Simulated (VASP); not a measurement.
# Ag (Fm-3m) in VASP: further runs

The runs below take Ag through single point, relaxation of cell and atoms, with PBE.

Everything below comes from runs of VASP 6.6.1. Logs are shortened: lines on timing, memory, paths and dates and some standing lists are left out, and cuts for length are marked.

### 1 The cell of the first run

It takes space group Fm-3m (No. 225, cubic). Conventional cell: a = 6.277 Å, b = 6.277 Å, c = 6.277 Å, α = 90.00°, β = 90.00°, γ = 90.00°. Within 3.6 Å of Ag (site symmetry -43m) lie 10 Ag at 2.72 to 3.14 Å. Ag (site symmetry m-3m) has 8 Ag at 2.72 Å within 3.6 Å.

### 2 Single point, PBE

File INCAR:

```
SYSTEM = Ag
PREC = Accurate
ENCUT = 520
EDIFF = 1E-6
ISMEAR = 0
SIGMA = 0.1
LREAL = .FALSE.
LASPH = .TRUE.
NELM = 100
ALGO = Normal
ISIF = 2
LWAVE = .FALSE.
LCHARG = .FALSE.
GGA = PE
NBANDS = 24
```

File KPOINTS:

```
regular mesh
0
G
  6 6 6
  0 0 0
```

File POSCAR:

```
Ag
1.0
    0.0000000000      3.1383736300      3.1383736300
    3.1383736300      0.0000000000      3.1383736300
    3.1383736300      3.1383736300      0.0000000000
Ag
3
Direct
    0.2500000000      0.2500000000      0.2500000000
    0.7500000000      0.7500000000      0.7500000000
    0.0000000000      0.0000000000      0.0000000000
```

Potentials or basis: VASP PAW PBE potentials, release 64 (Ag).

Run with:

```sh
> cat potpaw_PBE.64/Ag/POTCAR > POTCAR
> mpirun -np 1 vasp_std > vasp.out
```

OUTCAR:

```text
SYSTEM = Ag
   PREC = Accurate
   ENCUT = 520
   EDIFF = 1E-6
   ISMEAR = 0
   LREAL = .FALSE.
   LASPH = .TRUE.
   NELM = 100
   ISIF = 2
   GGA = PE

 ion  position               nearest neighbor table
   1  0.250  0.250  0.250-   3 2.72   3 2.72   3 2.72   3 2.72   2 3.14   2 3.14   2 3.14   2 3.14
                             2 3.14   2 3.14
   2  0.750  0.750  0.750-   3 2.72   3 2.72   3 2.72   3 2.72   1 3.14   1 3.14   1 3.14   1 3.14
                             1 3.14   1 3.14
   3  0.000  0.000  0.000-   2 2.72   2 2.72   2 2.72   1 2.72   2 2.72   1 2.72   1 2.72   1 2.72

  LATTYP: Found a face centered cubic cell.
 ALAT       =     6.2767472600

  Lattice vectors:

 A1 = (   0.0000000000,   3.1383736300,   3.1383736300)
 A2 = (   3.1383736300,   0.0000000000,   3.1383736300)
 A3 = (   3.1383736300,   3.1383736300,   0.0000000000)

Analysis of symmetry for initial positions (statically):
=====================================================================
 Subroutine PRICEL returns:
 Original cell was already a primitive cell.

 Routine SETGRP: Setting up the symmetry group for a
 face centered cubic supercell.

 Subroutine GETGRP returns: Found 48 space group operations
 (whereof 48 operations were pure point group operations)
 out of a pool of 48 trial point group operations.

The static configuration has the point symmetry O_h .

Analysis of symmetry for dynamics (positions and initial velocities):
=====================================================================
 Subroutine PRICEL returns:
 Original cell was already a primitive cell.

 Routine SETGRP: Setting up the symmetry group for a
 face centered cubic supercell.

 Subroutine GETGRP returns: Found 48 space group operations
 (whereof 48 operations were pure point group operations)
 out of a pool of 48 trial point group operations.

The dynamic configuration has the point symmetry O_h .

 Subroutine INISYM returns: Found 48 space group operations
 (whereof 48 operations are pure point group operations),
 and found     1 'primitive' translations

----------------------------------------------------------------------------------------

                                     Primitive cell

  volume of cell :      61.8221

  direct lattice vectors                    reciprocal lattice vectors
     0.000000000  3.138373630  3.138373630    -0.159318188  0.159318188  0.159318188
     3.138373630  0.000000000  3.138373630     0.159318188 -0.159318188  0.159318188
[... 78 lines left out ...]
   EDIFF  = 0.1E-05   stopping-criterion for ELM
   LREAL  =      F    real-space projection
   EDIFFG = 0.1E-04   stopping-criterion for IOM
   NSW    =      0    number of steps for IOM
   IBRION =     -1    ionic relax: 0-MD 1-quasi-New 2-CG
   NFREE  =      0    steps in history (QN), initial steepest desc. (CG)
   ISIF   =      2    stress and relaxation
   ISYM   =      2    0-nonsym 1-usesym 2-fastsym
   POTIM  = 0.5000    time-step for ionic-motion
   TEBEG  =    0.0;   TEEND  =   0.0 temperature during run
   PSTRESS=    0.0 pullay stress
   NELECT =      33.0000    total number of electrons
   NUPDOWN=      -1.0000    fix difference up-down
   EMIN   =  10.00;   EMAX   =-10.00  energy-range for DOS
   EFERMI =   0.00;   METHOD = LEGACY
   ISMEAR =     0;   SIGMA  =   0.10  broadening in eV -4-tet -1-fermi 0-gaus
   EFERMI_NEDOS =   21; number of points for ismear=-14 and -15
   IALGO  =     38    algorithm
   IMIX   =      4    mixing-type and parameters
     AMIX     =   0.40;   BMIX     =  1.00
     AMIX_MAG =   1.60;   BMIX_MAG =  1.00
  volume/ion in A,a.u.               =      20.61       139.07
  Fermi-wavevector in a.u.,A,eV,Ry     =   1.328000  2.509557 23.995027  1.763585
  Thomas-Fermi vector in A             =   2.457271
   LORBIT       =      0    0 simple, 1 ext, 2 COOP (PROOUT), +10 PAW based schemes
   GGA     = PE    functional components
   LHFCALC =     F    Hartree Fock is set to
   AEXX    =    0.0000 exact exchange contribution
   IVDW    =     0    specifies the selected vdW correction
   LEPSILON=     F    determine dielectric tensor
   LRPA    =     F    only Hartree local field effects (RPA)
 non-spin polarized calculation
 Gauss-broadening in eV      SIGMA  =   0.10
  energy-cutoff  :      520.00
  volume of cell :       61.82
 maximum number of plane-waves:      1687
 NGX is ok and might be reduce to    36
   NGX = 17   NGY = 17   NGZ = 17

 number of electron      33.0000004 magnetization

 Free energy of the ion-electron system (eV)
  ---------------------------------------------------
  ext. energy  EPLUGINS =         0.00000000
  ---------------------------------------------------
  free energy    TOTEN  =        -7.24684917 eV

  energy without entropy =       -7.24051963  energy(sigma->0) =       -7.24368440

 E-fermi :   6.0904     XC(G=0): -10.9339

 val. band max:        6.0545229017   @ k =  -0.3333   0.3333   0.0000
 cond. band min:       6.2890329737   @ k =   0.5000   0.3333   0.0000
 fundamental gap:      0.2345100720
 Fermi energy:         6.0904432732

 k-point     1 :       0.0000    0.0000    0.0000
  band No.  band energies     occupation
      1      -0.5066      2.00000
      2       0.3687      2.00000
      3       0.3687      2.00000
      4       1.0519      2.00000
      5       1.0519      2.00000
      6       1.0519      2.00000
[... 421 lines left out ...]
     23      17.5290      0.00000
     24      20.7091      0.00000

------------------------ aborting loop because EDIFF is reached ----------------------------------------

  FORCE on cell =-STRESS in cart. coord.  units (eV):
  Direction    XX          YY          ZZ          XY          YZ          ZX
  --------------------------------------------------------------------------------------
  -------------------------------------------------------------------------------------
  Total        1.4077575      1.4077575      1.4077575      0.0000000      0.0000000     -0.0000000
  in kB       36.4833328     36.4833328     36.4833328      0.0000000      0.0000000     -0.0000000
  external PRESSURE =      36.4833328 kB  Pullay stress =       0.0000000 kB

 VOLUME and BASIS-vectors are now :
 -----------------------------------------------------------------------------
  energy-cutoff  :      520.00
  volume of cell :       61.82
      direct lattice vectors                 reciprocal lattice vectors
     0.000000000  3.138373630  3.138373630    -0.159318188  0.159318188  0.159318188
     3.138373630  0.000000000  3.138373630     0.159318188 -0.159318188  0.159318188
     3.138373630  3.138373630  0.000000000     0.159318188  0.159318188 -0.159318188

 POSITION                                       TOTAL-FORCE (eV/Angst)
 -----------------------------------------------------------------------------------
      1.56919      1.56919      1.56919         0.000000      0.000000      0.000000
      4.70756      4.70756      4.70756        -0.000000     -0.000000     -0.000000
      0.00000      0.00000      0.00000         0.000000     -0.000000      0.000000
 -----------------------------------------------------------------------------------
    total drift:                                0.000000      0.000000      0.000000

  FREE ENERGIE OF THE ION-ELECTRON SYSTEM (eV)
  ---------------------------------------------------
  free  energy   TOTEN  =        -7.2468491675 eV

  energy  without entropy=       -7.2405196295  energy(sigma->0) =       -7.24368440
```

OSZICAR:

```text
N       E                     dE             d eps       ncg     rms          rms(c)
DAV:   1     0.205310140360E+03    0.20531E+03   -0.16187E+04   768   0.129E+03
DAV:   2    -0.445812534458E+01   -0.20977E+03   -0.19500E+03   792   0.297E+02
DAV:   3    -0.780937147345E+01   -0.33512E+01   -0.33393E+01   904   0.442E+01
DAV:   4    -0.782481700987E+01   -0.15446E-01   -0.15444E-01   904   0.281E+00
DAV:   5    -0.782503183552E+01   -0.21483E-03   -0.21483E-03   944   0.369E-01    0.784E+00
DAV:   6    -0.726967992042E+01    0.55535E+00   -0.16170E+00   872   0.117E+01    0.530E+00
DAV:   7    -0.725331862236E+01    0.16361E-01   -0.19708E-02   880   0.105E+00    0.297E+00
DAV:   8    -0.724680163776E+01    0.65170E-02   -0.18205E-03   880   0.311E-01    0.788E-02
DAV:   9    -0.724682449937E+01   -0.22862E-04   -0.55194E-05   952   0.984E-02    0.274E-02
DAV:  10    -0.724684724807E+01   -0.22749E-04   -0.15281E-05   888   0.368E-02    0.169E-02
DAV:  11    -0.724684936084E+01   -0.21128E-05   -0.19264E-06   680   0.126E-02    0.106E-03
DAV:  12    -0.724684916755E+01    0.19329E-06   -0.10608E-07   536   0.276E-03
   1 F= -.72468492E+01 E0= -.72436844E+01  d E =-.632954E-02
```

stdout:

```text
POSCAR found type information on POSCAR Ag
 POSCAR found :  1 types and       3 ions
 scaLAPACK will be used
 LDA part: xc-table for (Slater+PW92), standard interpolation
 POSCAR, INCAR and KPOINTS ok, starting setup
 FFT: planning ... GRIDC
 FFT: planning ... GRID_SOFT
 FFT: planning ... GRID
 WAVECAR not read
 entering main loop
```

Wall time 14 s (1 thread of Intel Xeon 6975P-C (Granite Rapids), shared host); peak memory 0.2 GiB.

Results:

```yaml
Free_energy: -7.2468 eV
Pressure: 3.6 GPa
```

Levels at points of the mesh, in eV from the Fermi level:
```tsv
k point	band 12	band 13	band 14	band 15	band 16	band 17	band 18	band 19	band 20	band 21
(0.00, 0.00, 0.00)	-3.01	-3.01	-3.01	-2.99	-2.99	6.73	6.73	6.73	7.62	8.13
(0.50, 0.00, 0.00)	-3.30	-3.30	-2.85	-2.85	-2.58	-1.55	5.33	5.33	7.33	7.50
(0.50, 0.50, 0.00)	-3.42	-3.02	-2.70	-2.70	-1.11	-0.84	1.50	1.50	4.57	6.51
```

### 3 Single point, PBE

This run uses another cell than the first one, of 21.77 Å³/atom, 1.057 times its volume.

File INCAR:

```
SYSTEM = Ag
ALGO = Normal
EDIFF = 1E-7
ENCUT = 520
GGA = PE
ISIF = 2
ISMEAR = 0
LASPH = .True.
LCHARG = .False.
LREAL = .False.
LWAVE = .False.
NBANDS = 24
NELM = 60
PREC = Accurate
SIGMA = 0.1
```

File KPOINTS:

```
k-points
0
Gamma
  6 6 6
  0 0 0
```

File POSCAR:

```
Ag
1.0
    0.0000000000      3.1964972441      3.1964972441
    3.1964972441      0.0000000000      3.1964972441
    3.1964972441      3.1964972441      0.0000000000
Ag
3
Direct
    0.2500000000      0.2500000000      0.2500000000
    0.7500000000      0.7500000000      0.7500000000
    0.0000000000      0.0000000000      0.0000000000
```

Potentials or basis: VASP PAW PBE potentials, release 64 (Ag).

Run with:

```sh
> cat potpaw_PBE.64/Ag/POTCAR > POTCAR
> mpirun -np 1 vasp_std > vasp.out
```

It took 13 s on 1 thread of Intel Xeon 6975P-C (Granite Rapids), shared host; peak memory 0.2 GiB.

The run converged. Its results:

```
Free energy : -7.2829 eV
Pressure    : -0.3 GPa
```

Levels at points of the mesh, in eV from the Fermi level:
```tsv
k point	band 13	band 14	band 15	band 16	band 17	band 18	band 19	band 20
(0.00, 0.00, 0.00)	-2.97	-2.97	-2.96	-2.96	6.51	6.51	6.51	7.15
(0.50, 0.00, 0.00)	-3.25	-2.83	-2.83	-2.43	-1.57	5.14	5.14	6.88
(0.50, 0.50, 0.00)	-2.99	-2.70	-2.70	-1.07	-0.87	1.56	1.56	4.24
```

### 4 Relaxation of cell and atoms, PBE

File INCAR:

```
SYSTEM = Ag
PREC = Accurate ; ENCUT = 600
EDIFF = 1E-7 ; ISMEAR = 0
SIGMA = 0.1 ; LREAL = .False.
LASPH = .True. ; NELM = 60
ALGO = Normal ; ISIF = 3
LWAVE = .False. ; LCHARG = .False.
GGA = PE ; IBRION = 2
NSW = 90 ; EDIFFG = -0.04
```

File KPOINTS:

```
regular mesh
0
Gamma
  6 6 6
  0 0 0
```

File POSCAR:

```
Ag
1.0
    0.0000000000      3.1383736300      3.1383736300
    3.1383736300      0.0000000000      3.1383736300
    3.1383736300      3.1383736300      0.0000000000
Ag
3
Direct
    0.2500000000      0.2500000000      0.2500000000
    0.7500000000      0.7500000000      0.7500000000
    0.0000000000      0.0000000000      0.0000000000
```

Run with:

```sh
> cat potpaw_PBE.64/Ag/POTCAR > POTCAR
> mpirun -np 1 vasp_std > vasp.out
```

It took 30 s on 1 thread of Intel Xeon 6975P-C (Granite Rapids), shared host; peak memory 0.21 GiB.

Results (log left out):

| Property | Result |
| --- | --- |
| Free energy | -7.2807 eV |
| Relaxed volume | 21.67 Å³/atom |
| Relaxed cell | a = 4.513 Å, b = 4.513 Å, c = 4.513 Å, α = 60.00°, β = 60.00°, γ = 60.00° |
| Space group after relaxing (to 0.05 Å) | Fm-3m (No. 225) |
| Energy gained by relaxing | 11.4 meV/atom |
| Ionic steps | 3 |
| Pressure after relaxing | 0.0 GPa |

Step by step:
```
step  energy change (eV)  largest force (eV/Å)  pressure (GPa)  volume (Å³)
   1              0.0000                0.0000            3.64        61.82
   2             -0.0307                0.0000           -0.99        66.10
   3             -0.0342                0.0000            0.01        65.00
```

Final structure:
```yaml
crystal:
  lattice:
    - [0.00000, 3.19131, 3.19131]
    - [3.19131, 0.00000, 3.19131]
    - [3.19131, 3.19131, 0.00000]
  atoms:
    - { symbol: Ag, position: [0.25000, 0.25000, 0.25000] }
    - { symbol: Ag, position: [0.75000, 0.75000, 0.75000] }
    - { symbol: Ag, position: [0.00000, 0.00000, 0.00000] }
```

Levels at points of the mesh, in eV from the Fermi level:
```tsv
k point	band 14	band 15	band 16	band 17	band 18	band 19
(0.00, 0.00, 0.00)	-2.98	-2.96	-2.96	6.53	6.53	6.53
(0.50, 0.00, 0.00)	-2.83	-2.83	-2.44	-1.57	5.16	5.16
(0.50, 0.50, 0.00)	-2.70	-2.70	-1.07	-0.86	1.56	1.56
```

(Continued in part 2 of 2.)
